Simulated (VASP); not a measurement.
Runs of VASP 6.6.1 on TaI. The structure is that of space group P6/mmm (No. 191), or close to it. The cells are those of the table. 

```csv
task,cell,k mesh,cutoff (eV),gap on the mesh (eV),pressure (GPa),relaxed volume (Å³/atom)
relaxation of cell and atoms,"relaxed from a = 6.236, b = 6.236, c = 5.031 Å, angles 90.0, 90.0, 120.0°, 6 atoms",3 × 3 × 4,600,none,0.1,25.94
single point,"a = 6.236, b = 6.236, c = 5.031 Å, angles 90.0, 90.0, 120.0°, 6 atoms",3 × 3 × 4,520,none,(a),-
relaxation of cell and atoms,"relaxed from a = 5.949, b = 5.949, c = 5.079 Å, angles 90.0, 90.0, 120.0°, 6 atoms",6 × 6 × 8,600,none,0.0,25.87
single point,"a = 5.929, b = 5.929, c = 5.101 Å, angles 90.0, 90.0, 120.0°, 6 atoms",6 × 6 × 8,520,none,0.0,-
single point,"a = 5.949, b = 5.949, c = 5.079 Å, angles 90.0, 90.0, 120.0°, 6 atoms",3 × 3 × 4,520,none,0.0,-
```

Alike in all rows: level PBE; potentials or basis VASP PAW PBE potentials, release 64 (Ta_pv, I); no spin polarisation; smearing gaussian 0.1 eV.

Estimate the missing entries.

(a) -6.3.

Caveats: some runs use coarse meshes; spin-orbit coupling is left out, which moves the levels of the heavy elements.

A k mesh can miss the band edges, and the runs leave out spin-orbit coupling on I, Ta.

A gap of «none» marks levels without a gap at the run's occupations.
